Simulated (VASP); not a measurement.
# Si16SbH7 in VASP: single point with PBE+D3(BJ)

Aim: the single point of Si16SbH7 with PBE+D3(BJ).

Program: VASP 6.6.1. These are calculated values, not measurements. Logs are shortened: lines on timing, memory, paths and dates and some standing lists are left out, and cuts for length are marked.

### 1 The cell of the first run

The cell holds a slab with vacuum, 24 atoms: a = 7.679 Å, b = 7.679 Å, c = 18.869 Å, α = 90.00°, β = 90.00°, γ = 60.00°.

### 2 Single point, PBE+D3(BJ)

INCAR

```
SYSTEM = Si16SbH7
  PREC = Accurate
  ENCUT = 520
  EDIFF = 1E-6
  ISMEAR = 0
  SIGMA = 0.05
  LREAL = Auto
  LASPH = .TRUE.
  NELM = 100
  ALGO = Normal
  ISIF = 2
  LWAVE = .FALSE.
  LCHARG = .FALSE.
  GGA = PE
  IVDW = 12
  NBANDS = 56
```

KPOINTS

```
regular mesh
0
G
  2 2 1
  0 0 0
```

POSCAR

```
Si16SbH7
1.0
    7.6791800000      0.0000000000      0.0000000000
    3.8395900000      6.6503650000      0.0000000000
    0.0000000000      0.0000000000     18.8687650000
H Si Sb
7 16 1
Direct
    0.1666666792      0.1666666416      0.0529976392
    0.6666666792      0.1666666416      0.0529976392
    0.1666666416      0.6666667168      0.0529976392
    0.6666666416      0.6666667168      0.0529976392
    0.5083385672     -0.0011009922      0.4182980179
   -0.0067089257      0.5028125524      0.4172725136
    0.5078068606      0.4934341198      0.4181544473
    0.1666666792      0.1666666416      0.1324940981
    0.6666666792      0.1666666416      0.1324940981
    0.1666666416      0.6666667168      0.1324940981
    0.6666666416      0.6666667168      0.1324940981
   -0.1673510890      0.3344685592      0.1717515693
    0.3332786686      0.3333507259      0.1733841086
   -0.1671755289      0.8328902248      0.1718873493
    0.3324221224      0.8338840049      0.1738266389
   -0.1741044989      0.3409928628      0.2953264827
    0.3302902230      0.3348550042      0.2981101307
   -0.1738797385      0.8323708548      0.2956018584
    0.3234054603      0.8383494741      0.2997630211
   -0.0189672607      0.0092903171      0.3352235295
    0.4951755163      0.0018012545      0.3387619169
   -0.0033154504      0.5011230211      0.3377468001
    0.4951093310      0.5032223043      0.3386213671
    0.1159873157      0.9492134642      0.4575122431
```

Potentials or basis: VASP PAW PBE potentials, release 64 (H, Si, Sb).

The run is started by

```sh
cat potpaw_PBE.64/H/POTCAR potpaw_PBE.64/Si/POTCAR potpaw_PBE.64/Sb/POTCAR > POTCAR
mpirun -np 1 vasp_std > vasp.out
```

OUTCAR:

```text
SYSTEM = Si16SbH7
   PREC = Accurate
   ENCUT = 520
   EDIFF = 1E-6
   ISMEAR = 0
   LREAL = Auto
   LASPH = .TRUE.
   NELM = 100
   ISIF = 2
   GGA = PE
   IVDW = 12
 IVDW          = 12

 ion  position               nearest neighbor table
   1  0.167  0.167  0.053-   8 1.50
   2  0.667  0.167  0.053-   9 1.50
   3  0.167  0.667  0.053-  10 1.50
   4  0.667  0.667  0.053-  11 1.50
   5  0.508  0.999  0.418-  21 1.50
   6  0.993  0.503  0.417-  22 1.50
   7  0.508  0.493  0.418-  23 1.50
   8  0.167  0.167  0.132-   1 1.50  12 2.34  15 2.35  13 2.35
   9  0.667  0.167  0.132-   2 1.50  12 2.34  14 2.34  13 2.35
  10  0.167  0.667  0.132-   3 1.50  14 2.34  13 2.35  15 2.35
  11  0.667  0.667  0.132-   4 1.50  12 2.33  14 2.33  15 2.36
  12  0.833  0.334  0.172-  11 2.33  16 2.33   9 2.34   8 2.34
  13  0.333  0.333  0.173-   8 2.35  10 2.35   9 2.35  17 2.35
  14  0.833  0.833  0.172-  11 2.33  18 2.33   9 2.34  10 2.34
  15  0.332  0.834  0.174-   8 2.35  10 2.35  11 2.36  19 2.38
  16  0.826  0.341  0.295-  12 2.33  20 2.33  22 2.34  23 2.35
  17  0.330  0.335  0.298-  22 2.34  23 2.34  21 2.34  13 2.35
  18  0.826  0.832  0.296-  20 2.33  14 2.33  22 2.34  21 2.35
  19  0.323  0.838  0.300-  23 2.35  21 2.35  20 2.37  15 2.38  24 3.28
  20  0.981  0.009  0.335-  18 2.33  16 2.33  19 2.37  24 2.48
  21  0.495  0.002  0.339-   5 1.50  17 2.34  18 2.35  19 2.35
  22  0.997  0.501  0.338-   6 1.50  17 2.34  16 2.34  18 2.34
  23  0.495  0.503  0.339-   7 1.50  17 2.34  19 2.35  16 2.35
  24  0.116  0.949  0.458-  20 2.48  19 3.28

  LATTYP: Found a hexagonal cell.
 ALAT       =     7.6791800344
 C/A-ratio  =     2.4571327818

  Lattice vectors:

 A1 = (  -3.8395900000,  -6.6503650000,   0.0000000000)
 A2 = (   7.6791800000,   0.0000000000,   0.0000000000)
 A3 = (   0.0000000000,   0.0000000000,  18.8687650000)

Analysis of symmetry for initial positions (statically):
=====================================================================
 Subroutine PRICEL returns:
 Original cell was already a primitive cell.

 Routine SETGRP: Setting up the symmetry group for a
 hexagonal supercell.

 Subroutine GETGRP returns: Found  1 space group operations
 (whereof  1 operations were pure point group operations)
 out of a pool of 24 trial point group operations.

The static configuration has the point symmetry C_1 .

Analysis of symmetry for dynamics (positions and initial velocities):
=====================================================================
 Subroutine PRICEL returns:
 Original cell was already a primitive cell.

 Routine SETGRP: Setting up the symmetry group for a
 hexagonal supercell.

 Subroutine GETGRP returns: Found  1 space group operations
 (whereof  1 operations were pure point group operations)
 out of a pool of 24 trial point group operations.

The dynamic configuration has the point symmetry C_1 .

 Subroutine INISYM returns: Found  1 space group operations
 (whereof  1 operations are pure point group operations),
 and found     1 'primitive' translations

----------------------------------------------------------------------------------------

                                     Primitive cell

  volume of cell :     963.6156

  direct lattice vectors                    reciprocal lattice vectors
     7.679180000  0.000000000  0.000000000     0.130222237 -0.075183843  0.000000000
     3.839590000  6.650365000  0.000000000     0.000000000  0.150367687  0.000000000
     0.000000000  0.000000000 18.868765000     0.000000000  0.000000000  0.052997639

  length of vectors
     7.679180000  7.679180034 18.868765000     0.150367687  0.150367687  0.052997639

  position of ions in fractional coordinates (direct lattice)
     0.166666679  0.166666642  0.052997639
     0.666666679  0.166666642  0.052997639
     0.166666642  0.666666717  0.052997639
     0.666666642  0.666666717  0.052997639
     0.508338567  0.998899008  0.418298018
     0.993291074  0.502812552  0.417272514
[... 16 lines left out ...]
     0.495109331  0.503222304  0.338621367
     0.115987316  0.949213464  0.457512243

  ion indices of the primitive-cell ions
   primitive index   ion index
                 1           1
                 2           2
                 3           3
                 4           4
                 5           5
                 6           6
[... 16 lines left out ...]
                23          23
                24          24

----------------------------------------------------------------------------------------

 KPOINTS: regular mesh

Automatic generation of k-mesh.
 Grid dimensions read from file:
 generate k-points for:    2    2    1

 Generating k-lattice:

  Cartesian coordinates                     Fractional coordinates (reciprocal lattice)
     0.065111119 -0.037591922  0.000000000     0.500000000  0.000000000  0.000000000
     0.000000000  0.075183843  0.000000000     0.000000000  0.500000000  0.000000000
     0.000000000  0.000000000  0.052997639     0.000000000  0.000000000  1.000000000

  Length of vectors
     0.075183844  0.075183843  0.052997639

  Shift w.r.t. Gamma in fractional coordinates (k-lattice)
     0.000000000  0.000000000  0.000000000

 Subroutine IBZKPT returns following result:
 ===========================================

 Found      4 irreducible k-points:

 Following reciprocal coordinates:
            Coordinates               Weight
  0.000000  0.000000  0.000000      1.000000
  0.500000 -0.000000  0.000000      1.000000
  0.500000  0.500000  0.000000      1.000000
  0.000000  0.500000  0.000000      1.000000
   k-points           NKPTS =      4   k-points in BZ     NKDIM =      4   number of bands    NBANDS=     56
   number of dos      NEDOS =    301   number of ions     NIONS =     24
   total plane-waves  NPLWV = 504000
   dimension x,y,z NGX =    60 NGY =   60 NGZ =  140
   dimension x,y,z NGXF=   120 NGYF=  120 NGZF=  280
   ions per type =               7  16   1
   NGX,Y,Z   is equivalent  to a cutoff of  12.99, 12.99, 12.33 a.u.
   NGXF,Y,Z  is equivalent  to a cutoff of  25.98, 25.98, 24.67 a.u.
 SYSTEM =  Si16SbH7
   PREC   = accura    normal or accurate (medium, high low for compatibility)
   ISTART =      0    job   : 0-new  1-cont  2-samecut
   ICHARG =      2    charge: 1-file 2-atom 10-const
   ISPIN  =      1    spin polarized calculation?
   LNONCOLLINEAR =      F non collinear calculations
   LSORBIT =      F    spin-orbit coupling
   LASPH  =      T    aspherical Exc in radial PAW
   ENCUT  =  520.0 eV  38.22 Ry    6.18 a.u.  14.28 14.28 35.08*2*pi/ulx,y,z
   NELM   =    100;   NELMIN=  2; NELMDL= -5     # of ELM steps
   EDIFF  = 0.1E-05   stopping-criterion for ELM
   LREAL  =      T    real-space projection
   EDIFFG = 0.1E-04   stopping-criterion for IOM
   NSW    =      0    number of steps for IOM
   IBRION =     -1    ionic relax: 0-MD 1-quasi-New 2-CG
   NFREE  =      0    steps in history (QN), initial steepest desc. (CG)
   ISIF   =      2    stress and relaxation
   ISYM   =      2    0-nonsym 1-usesym 2-fastsym
   POTIM  = 0.5000    time-step for ionic-motion
   TEBEG  =    0.0;   TEEND  =   0.0 temperature during run
   PSTRESS=    0.0 pullay stress
   NELECT =      76.0000    total number of electrons
   NUPDOWN=      -1.0000    fix difference up-down
   EMIN   =  10.00;   EMAX   =-10.00  energy-range for DOS
   EFERMI =   0.00;   METHOD = LEGACY
   ISMEAR =     0;   SIGMA  =   0.05  broadening in eV -4-tet -1-fermi 0-gaus
   EFERMI_NEDOS =   21; number of points for ismear=-14 and -15
   IALGO  =     38    algorithm
   IMIX   =      4    mixing-type and parameters
     AMIX     =   0.40;   BMIX     =  1.00
     AMIX_MAG =   1.60;   BMIX_MAG =  1.00
  volume/ion in A,a.u.               =      40.15       270.95
  Fermi-wavevector in a.u.,A,eV,Ry     =   0.702066  1.326713  6.706271  0.492897
  Thomas-Fermi vector in A             =   1.786664
   LORBIT       =      0    0 simple, 1 ext, 2 COOP (PROOUT), +10 PAW based schemes
   GGA     = PE    functional components
   LHFCALC =     F    Hartree Fock is set to
   AEXX    =    0.0000 exact exchange contribution
   IVDW    =    12    specifies the selected vdW correction
   LEPSILON=     F    determine dielectric tensor
   LRPA    =     F    only Hartree local field effects (RPA)
 non-spin polarized calculation
 Gauss-broadening in eV      SIGMA  =   0.05
  energy-cutoff  :      520.00
  volume of cell :      963.62
 maximum number of plane-waves:     25966
 NGX is ok and might be reduce to    60
   NGX = 29   NGY = 29   NGZ = 71

 number of electron      76.0000003 magnetization

 Free energy of the ion-electron system (eV)
  ---------------------------------------------------
  ext. energy  EPLUGINS =         0.00000000
  ---------------------------------------------------
  free energy    TOTEN  =      -110.84867737 eV

  energy without entropy =     -110.83963942  energy(sigma->0) =     -110.84415840

 E-fermi :  -0.6771     XC(G=0):  -4.4935

 val. band max:       -0.7192770727   @ k =   0.0000   0.0000   0.0000
 cond. band min:      -0.6383594007   @ k =   0.5000  -0.0000   0.0000
 fundamental gap:      0.0809176720
 Fermi energy:        -0.6771269730

 k-point     1 :       0.0000    0.0000    0.0000
  band No.  band energies     occupation
      1     -12.2664      2.00000
      2     -11.2395      2.00000
      3     -10.2183      2.00000
      4     -10.0516      2.00000
      5     -10.0401      2.00000
      6      -9.6710      2.00000
[... 42 lines left out ...]
     49       1.6933      0.00000
     50       1.7604      0.00000

 k-point     2 :       0.5000   -0.0000    0.0000
  band No.  band energies     occupation
      1     -11.5980      2.00000
      2     -11.5307      2.00000
      3     -10.7025      2.00000
      4     -10.4563      2.00000
      5     -10.2731      2.00000
      6     -10.2364      2.00000
[... 42 lines left out ...]
     49       2.7945      0.00000
     50       3.0102      0.00000

 k-point     3 :       0.5000    0.5000    0.0000
  band No.  band energies     occupation
      1     -11.6133      2.00000
      2     -11.5214      2.00000
      3     -10.7017      2.00000
      4     -10.4466      2.00000
      5     -10.2749      2.00000
      6     -10.2280      2.00000
[... 42 lines left out ...]
     49       2.9085      0.00000
     50       2.9632      0.00000

 k-point     4 :       0.0000    0.5000    0.0000
  band No.  band energies     occupation
      1     -11.6124      2.00000
      2     -11.5228      2.00000
      3     -10.7014      2.00000
      4     -10.4467      2.00000
      5     -10.2756      2.00000
      6     -10.2278      2.00000
[... 42 lines left out ...]
     49       2.9122      0.00000
     50       2.9555      0.00000
 [bands above 50 left out]

------------------------ aborting loop because EDIFF is reached ----------------------------------------

 Edisp (eV)   -4.19942

 E8    (eV) :    -1.7656

  FORCE on cell =-STRESS in cart. coord.  units (eV):
  Direction    XX          YY          ZZ          XY          YZ          ZX
  --------------------------------------------------------------------------------------
  -------------------------------------------------------------------------------------
  Total       2.47069     2.27572    -0.48902    -0.15823    -0.75156     1.15809
  in kB       4.10794     3.78378    -0.81308    -0.26309    -1.24961     1.92553
  external pressure =        2.36 kB  Pullay stress =        0.00 kB

 VOLUME and BASIS-vectors are now :
 -----------------------------------------------------------------------------
  energy-cutoff  :      520.00
  volume of cell :      963.62
      direct lattice vectors                 reciprocal lattice vectors
     7.679180000  0.000000000  0.000000000     0.130222237 -0.075183843  0.000000000
     3.839590000  6.650365000  0.000000000     0.000000000  0.150367687  0.000000000
     0.000000000  0.000000000 18.868765000     0.000000000  0.000000000  0.052997639

 POSITION                                       TOTAL-FORCE (eV/Angst)
 -----------------------------------------------------------------------------------
      1.91979      1.10839      1.00000         0.013194     -0.026801     -0.035282
      5.75938      1.10839      1.00000        -0.025902      0.011840     -0.046246
      3.83959      4.43358      1.00000         0.029515      0.004035     -0.034591
      7.67918      4.43358      1.00000        -0.084447      0.052888     -0.068356
      7.73899      6.64304      7.89277         0.018973      0.001672     -0.000236
      9.55826      3.34389      7.87342        -0.008297      0.003854     -0.005204
[... 16 lines left out ...]
      5.73420      3.34661      6.38937        -0.006292     -0.004260      0.013628
      4.53528      6.31262      8.63269         0.219947     -0.140188     -0.044886
 -----------------------------------------------------------------------------------
    total drift:                                0.007787     -0.003718      0.003513

  FREE ENERGIE OF THE ION-ELECTRON SYSTEM (eV)
  ---------------------------------------------------
  free  energy   TOTEN  =      -115.0480927511 eV

  energy  without entropy=     -115.0390547977  energy(sigma->0) =     -115.04357377
```

It took 5.7 min on 1 thread of Intel Xeon 6975P-C (Granite Rapids), shared host; peak memory 0.96 GiB.

What came out:

```yaml
Free_energy: -115.0481 eV
Largest_force: 0.265 eV/Å
Band_gap_on_the_k_mesh: zero (bands 38 and 39 overlap by 0.08 eV)
Dispersion_energy_per_atom: -0.175 eV
```

Forces in eV/Å, atoms in the order of the input:
```
H    0.013 -0.027 -0.035
H   -0.026  0.012 -0.046
H    0.030  0.004 -0.035
H   -0.084  0.053 -0.068
H    0.019  0.002  0.000
H   -0.008  0.004 -0.005
H    0.008 -0.017  0.002
Si   0.014  0.028  0.133
Si  -0.039  0.021  0.060
Si  -0.008 -0.023  0.144
Si  -0.026  0.030 -0.029
Si   0.001 -0.004 -0.011
Si   0.005 -0.004  0.005
Si  -0.006 -0.002 -0.006
Si   0.003 -0.007  0.021
Si  -0.011  0.019 -0.002
Si  -0.007  0.003  0.002
Si  -0.024  0.000 -0.010
Si  -0.029  0.021  0.001
Si  -0.030  0.026 -0.100
Si  -0.004  0.002  0.011
Si  -0.003  0.004  0.001
Si  -0.006 -0.004  0.014
Sb   0.220 -0.140 -0.045
```

Caveat: the k points lie up to 0.47 Å⁻¹ apart; there is no dipole correction, which matters where the two faces differ; spin-orbit coupling is left out, which moves the levels of the heavy elements.

The gap in the log of VASP goes by the Fermi energy; the results here count the filled bands.